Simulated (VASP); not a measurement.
## NaHfO: single point with PBE

NaHfO:

```
Na Hf O
1.0
     3.49484    0.00000    0.00000
     0.00000    3.49484    0.00000
     0.00000    0.00000    4.14585
Na Hf O
1 1 1
Cartesian
  0.0000 0.0000 0.0000
  1.7474 1.7474 2.0729
  1.7474 1.7474 0.0000
```

* Program: VASP 6.6.1
* Task: single point
* Functional: PBE
* Potentials or basis: VASP PAW PBE potentials, release 64 (Na_pv, Hf_pv, O)
* Cutoff: 520 eV
* k mesh: 14 × 14 × 12
* Occupations: gaussian, width 0.1 eV
* Spin: no spin polarisation
* Dipole correction: no
* Further INCAR settings: ALGO = Normal; EDIFF = 1e-06; NBANDS = 18

```yaml
Pressure: -0.6 GPa
```

Stress tensor (GPa, compression positive):
```
-0.09  0.00  0.00
 0.00 -0.09  0.00
 0.00  0.00 -1.72
```

Levels at points of the mesh, in eV from the Fermi level:
```csv
k point,band 8,band 9,band 10,band 11,band 12,band 13,band 14,band 15
"(0.00, 0.00, 0.00)",-4.59,-4.43,-4.22,-4.22,-0.97,2.13,2.13,3.20
"(0.50, 0.00, 0.00)",-5.65,-4.31,-4.22,-2.05,-0.02,0.53,1.53,2.41
"(0.50, 0.50, 0.00)",-5.16,-5.16,-4.18,-1.85,0.37,0.37,3.58,3.58
"(0.00, 0.00, 0.50)",-7.51,-4.85,-4.85,-3.81,-0.68,1.38,3.29,4.09
"(0.50, 0.00, 0.50)",-7.31,-6.29,-4.84,-1.73,0.17,1.60,2.36,4.27
"(0.50, 0.50, 0.50)",-7.16,-5.87,-5.87,-1.39,2.86,2.86,2.90,2.90
```

Wall time 79 s on 1 thread of AMD EPYC 9R45 96-Core Processor (Zen 5) (shared host), peak memory 0.32 GiB.

Caveat: spin-orbit coupling is left out, which moves the levels of the heavy elements; an odd number of electrons without spin polarisation forces a metal; a magnetic or distorted state may lie lower.
